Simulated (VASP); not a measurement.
A run of VASP 6.6.1:

INCAR

```
PREC = Accurate
ENCUT = 520
EDIFF = 1E-6
ISMEAR = 0
SIGMA = 0.05
LREAL = F
LASPH = T
NELM = 60
ALGO = Normal
ISIF = 2
LWAVE = F
LCHARG = T
GGA = RP
IVDW = 13
LELF = T
LVHAR = T
NBANDS = 15
```

Contents of KPOINTS:

```
regular mesh
0
Gamma
  6 6 6
```

Contents of POSCAR:

```
BaS
1.0
    0.0000000000      3.2055428126      3.2055428126
    3.2055428126      0.0000000000      3.2055428126
    3.2055428126      3.2055428126      0.0000000000
Ba S
1 1
Direct
    0.5000000000      0.5000000000      0.5000000000
    0.0000000000      0.0000000000      0.0000000000
```

Potentials or basis: VASP PAW PBE potentials, release 64 (Ba_sv, S).

The run is started by

```sh
$ cat potpaw_PBE.64/Ba_sv/POTCAR potpaw_PBE.64/S/POTCAR > POTCAR
$ mpirun -np 1 vasp_std > vasp.out
```

Hardware: 1 thread of Intel(R) Xeon(R) Platinum 8259CL CPU @ 2.50GHz (Skylake/Cascade Lake), with other jobs on the host.

Task: Estimate the wall time of this run.

Result: Run time: 29 s on 1 thread of Intel(R) Xeon(R) Platinum 8259CL CPU @ 2.50GHz (Skylake/Cascade Lake), on a shared host, peak memory 0.2 GiB. Counts: scf iterations 13, k points 16.
